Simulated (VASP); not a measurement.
## Ni: single point with PBE

Ni:

```
Ni
1.0
     4.46727    0.00000    0.00000
     0.00000    4.46727    0.00000
     0.00000    0.00000    4.46727
Ni
8
Direct
  0.00000 0.00000 0.00000
  0.50000 0.50000 0.50000
  0.25000 0.00000 0.50000
  0.75000 0.00000 0.50000
  0.50000 0.25000 0.00000
  0.50000 0.75000 0.00000
  0.00000 0.50000 0.25000
  0.00000 0.50000 0.75000
```

```json
{
 "Program": "VASP 6.6.1",
 "Task": "single point",
 "Functional": "PBE",
 "Potentials or basis": "VASP PAW PBE potentials, release 64 (Ni)",
 "Cutoff": "520 eV",
 "k mesh": "6 × 6 × 6",
 "Occupations": "fermi-dirac, width 0.05 eV",
 "Spin": "collinear spin, ferromagnetic start",
 "Starting moments": "[0.8, 0.8, 0.8, 0.8, 0.8, 0.8, 0.8, 0.8] μB",
 "Dipole correction": "no",
 "Further INCAR settings": "ALGO = Normal; EDIFF = 1e-07; NBANDS = 54"
}
```

The pressure is -0.1 GPa, the net moment is 4.53 μB per cell and the site moments are Ni +0.58, +0.57 (each value once) μB. The valence electrons inside the program's atomic spheres are Ni 9.29.

Levels at points of the mesh, in eV from the Fermi level:
Spin up:
| k point | band 40 | band 41 | band 42 | band 43 | band 44 | band 45 |
| --- | --- | --- | --- | --- | --- | --- |
| (0.00, 0.00, 0.00) | -0.48 | -0.48 | 1.07 | 1.07 | 1.07 | 2.58 |
| (0.50, 0.00, 0.00) | -0.48 | -0.25 | -0.25 | 1.88 | 1.88 | 2.38 |
| (0.50, 0.50, 0.00) | -0.54 | -0.46 | -0.37 | -0.37 | -0.20 | 2.23 |
| (0.50, 0.50, 0.50) | -0.74 | 0.22 | 0.22 | 0.22 | 0.22 | 0.22 |
Spin down:
```
           k point  band 36  band 37  band 38  band 39  band 40  band 41
(0.00, 0.00, 0.00)     0.02     0.02     0.02     0.20     0.20     0.20
(0.50, 0.00, 0.00)    -0.18    -0.16    -0.16     0.18     0.18     0.46
(0.50, 0.50, 0.00)    -0.16    -0.08     0.01     0.04     0.04     0.23
(0.50, 0.50, 0.50)    -0.14    -0.09    -0.09    -0.09    -0.09     0.73
```

Wall time 4 min on 1 thread of Intel Xeon 8259CL, with other jobs on the host, peak memory 0.31 GiB.
